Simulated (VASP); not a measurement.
Write the native input for VASP 6.6.1 that does the following.

* Task: single point
* Functional: revPBE
* Dispersion: D4
* Potentials or basis: VASP PAW PBE potentials, release 64 (I)
* Cutoff: 520 eV
* k mesh: 9 × 9 × 9
* Occupations: fermi-dirac, width 0.05 eV
* Spin: no spin polarisation
* Dipole correction: no
* Further INCAR settings: ALGO = Normal; EDIFF = 1e-06; NBANDS = 10

The structure of I lies in POSCAR:

```
I
1.0
    0.0000000000      2.2652261921      3.5521619240
    2.2516841017      0.0000000000      3.5521619240
    2.2516841017      2.2652261921      0.0000000000
I
1
Direct
    0.0000000000      0.0000000000      0.0000000000
```

These files were run (other wordings do the same):

INCAR

```
SYSTEM = I
PREC = Accurate
ENCUT = 520
EDIFF = 1E-6
ISMEAR = -1
SIGMA = 0.05
LREAL = .FALSE.
LASPH = .TRUE.
NELM = 100
ALGO = Normal
ISIF = 2
LWAVE = .FALSE.
LCHARG = .FALSE.
GGA = RE
IVDW = 13
NBANDS = 10
```

KPOINTS

```
Automatic mesh
0
G
  9 9 9
  0 0 0
```

Potentials or basis: VASP PAW PBE potentials, release 64 (I).

Launch:

```bash
$ cat potpaw_PBE.64/I/POTCAR > POTCAR
$ mpirun -np 1 vasp_std > vasp.out
```

It gave:

| Item | Value |
| --- | --- |
| Pressure | -0.1 GPa |
| Band gap on the k mesh | zero (an odd number of electrons rules out a gap without spin polarisation) |
| Dispersion energy per atom | -0.659 eV |

Caveat: the PAW data sets were made with another functional, which shifts forces and pressure a little; spin-orbit coupling is left out, which moves the levels of the heavy elements; an odd number of electrons without spin polarisation forces a metal; a magnetic or distorted state may lie lower.

Run time: 37 s on 1 thread of Intel(R) Xeon(R) Platinum 8488C (Sapphire Rapids) (shared host), peak memory 0.19 GiB.
